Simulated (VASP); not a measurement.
Write the native input for VASP 6.6.1 that does the following.

```yaml
Task: single point
Functional: PBE
Potentials_or_basis: VASP PAW PBE potentials, release 64 (Si, Ni)
Cutoff: 520 eV
k_mesh: 16 × 16 × 16
Occupations: gaussian, width 0.15 eV
Spin: no spin polarisation
Dipole_correction: no
Further_INCAR_settings: ALGO = Normal; EDIFF = 1e-06; NBANDS = 16
```

The structure of Si2Ni lies in POSCAR:

```
Si2Ni
1.0
    0.0000000000      2.9585707283      2.3076851681
    2.9585707283      0.0000000000      2.3076851681
    2.9585707283      2.9585707283      0.0000000000
Si Ni
2 1
Direct
    0.2500000000      0.2500000000      0.2500000000
    0.7500000000      0.7500000000      0.7500000000
    0.0000000000      0.0000000000      0.0000000000
```

This cell differs from its parent crystal: ratio of the length along z to the lengths across it x 0.78, volume and fractional coordinates fixed.

The input as run:

INCAR

```
ALGO = Normal
EDIFF = 1E-6
ENCUT = 520
GGA = PE
ISIF = 2
ISMEAR = 0
LASPH = T
LCHARG = F
LREAL = F
LWAVE = F
NBANDS = 16
NELM = 80
PREC = Accurate
SIGMA = 0.15
```

KPOINTS

```
k-points
0
Gamma
  16 16 16
```

Potentials or basis: VASP PAW PBE potentials, release 64 (Si, Ni).

Run with:

```console
$ cat potpaw_PBE.64/Si/POTCAR potpaw_PBE.64/Ni/POTCAR > POTCAR
$ mpirun -np 1 vasp_std > vasp.out
```

It gave:

```json
{
 "Pressure": "3.0 GPa",
 "Band gap on the k mesh": "zero (band 9 reaches 11.03 eV, above the bottom of band 10 at 8.71 eV)"
}
```

It took 2.3 min on 1 thread of Intel(R) Xeon(R) Platinum 8488C (Sapphire Rapids), on a shared host, peak memory 0.33 GiB.
